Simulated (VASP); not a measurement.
Write the native input for VASP 6.6.1 that does the following.

| Property | Result |
| --- | --- |
| Task | single point |
| Functional | PBEsol |
| Potentials or basis | VASP PAW PBE potentials, release 64 (Mg, S) |
| Cutoff | 520 eV |
| k mesh | 8 × 8 × 8 |
| Occupations | gaussian, width 0.05 eV |
| Spin | no spin polarisation |
| Dipole correction | no |
| Further INCAR settings | ALGO = Normal; EDIFF = 1e-07; NBANDS = 11 |

The structure of MgS lies in POSCAR:

```
MgS
1.0
    0.0000000000      2.3578753950      2.6016500000
    2.8454246050      0.0000000000      2.6016500000
    2.8454246050      2.3578753950      0.0000000000
Mg S
1 1
Direct
    0.0000000000      0.0000000000      0.0000000000
    0.5000000000      0.5000000000      0.5000000000
```

This cell differs from its parent crystal: strain +0.0937 x Voigt [1, -1, 0, 0, 0, 0].

One way to write it, as run:

INCAR

```
SYSTEM = MgS
ALGO = Normal ; EDIFF = 1E-7
ENCUT = 520 ; GGA = PS
ISIF = 2 ; ISMEAR = 0
LASPH = .True. ; LCHARG = .False.
LREAL = .False. ; LWAVE = .False.
NBANDS = 11 ; NELM = 100
PREC = Accurate ; SIGMA = 0.05
```

KPOINTS

```
k-points
0
Gamma
  8 8 8
  0 0 0
```

Potentials or basis: VASP PAW PBE potentials, release 64 (Mg, S).

Launch:

```sh
$ cat potpaw_PBE.64/Mg/POTCAR potpaw_PBE.64/S/POTCAR > POTCAR
$ mpirun -np 1 vasp_std > vasp.out
```

Results of the run:

```yaml
Pressure: 4.0 GPa
Band_gap_on_the_k_mesh: 2.34 eV, indirect (least direct gap 3.41 eV)
```

Caveat: the cell differs from its parent crystal (strain +0.0937 x Voigt [1, -1, 0, 0, 0, 0]); the PAW data sets were made with another functional, which shifts forces and pressure a little.

It took 33 s on 1 thread of Intel(R) Xeon(R) Platinum 8259CL CPU @ 2.50GHz (Skylake/Cascade Lake) (shared host), peak memory 0.18 GiB.
